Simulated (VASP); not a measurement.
Runs of VASP 6.6.1 on Cr. The structure is that of space group P6_3/mmc (No. 194), or close to it. The cells are those of the table. 

```tsv
task	potentials or basis	cell	cutoff (eV)	second run	k mesh for the DOS	occupations for the DOS	gap on the mesh (eV)	pressure (GPa)
single point	VASP PAW PBE potentials, release 64 (Cr_sv)	a = 2.076, b = 2.076, c = 3.323 Å, angles 90.0, 90.0, 120.0°, 2 atoms	600	valence_matched	-	-	none	523.1
single point	VASP PAW PBE potentials, release 64 (Cr_pv)	a = 2.490, b = 2.490, c = 4.445 Å, angles 90.0, 90.0, 120.0°, 2 atoms	520	-	-	-	none	-0.4
single point	VASP PAW PBE potentials, release 64 (Cr_pv)	a = 2.426, b = 2.426, c = 4.305 Å, angles 90.0, 90.0, 120.0°, 2 atoms	520	-	-	-	none	(b)
single point	VASP PAW PBE potentials, release 64 (Cr_pv)	a = 2.158, b = 2.158, c = 3.548 Å, angles 90.0, 90.0, 120.0°, 2 atoms	520	-	-	-	none	327.5
single point	VASP PAW PBE potentials, release 64 (Cr_pv)	a = 2.359, b = 2.359, c = 4.158 Å, angles 90.0, 90.0, 120.0°, 2 atoms	520	-	-	-	none	58.0
single point	VASP PAW PBE potentials, release 64 (Cr_pv)	a = 2.076, b = 2.076, c = 3.323 Å, angles 90.0, 90.0, 120.0°, 2 atoms	520	-	-	-	none	(a)
```

Alike in all rows: level PBE; no spin polarisation; k mesh 17 × 17 × 9; smearing fermi-dirac 0.1 eV.

Q: Fill in the values left out.

A: (a) 551.9; (b) 22.7.

Caveats: the run has no spin polarisation, though such a crystal can be magnetic.

A gap of «none» marks levels without a gap at the run's occupations.

The runs don't all hold the same shells in valence.
